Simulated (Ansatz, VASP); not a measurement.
## Two plane-wave programs on AlGa2

```xyz
3
Lattice="0.0000 3.1162 3.1162 3.1162 0.0000 3.1162 3.1162 3.1162 0.0000" Properties=species:S:1:pos:R:3 pbc="T T T"
Al    0.0000    0.0000    0.0000
Ga    1.5581    1.5581    1.5581
Ga    4.6743    4.6743    4.6743
```

Change from the starting cell: species swapped into the Ga2Pt type (Fm-3m, No. 225).

Alike in both runs: task relaxation of cell and atoms; functional PBE; k mesh 14 × 14 × 14; occupations gaussian, width 0.1 eV; no spin polarisation.

|  | VASP | Ansatz |
| --- | --- | --- |
| version | VASP 6.6.1 | Ansatz 0.2.0 |
| potentials or method | VASP PAW PBE potentials, release 64 (Al, Ga_d), cutoff 600 eV | scalar-relativistic, plane waves, PAW |
| valence electrons in the cell | 29 | 29 |

Ansatz gave:

```
gap on the k mesh at the Fermi level, each at its own relaxed structure (eV) : none
relaxed volume (Å³/atom)                                                     : 20.22
relaxed cell length with the largest relative difference (Å)                 : 4.410
```

**Question.** What did VASP give for the same quantities?

**Answer.** gap on the k mesh at the Fermi level, each at its own relaxed structure (eV): none; relaxed volume (Å³/atom): 20.24; relaxed cell length with the largest relative difference (Å): 4.412.

A gap of «none» marks a metal or a gap that the smearing closes.
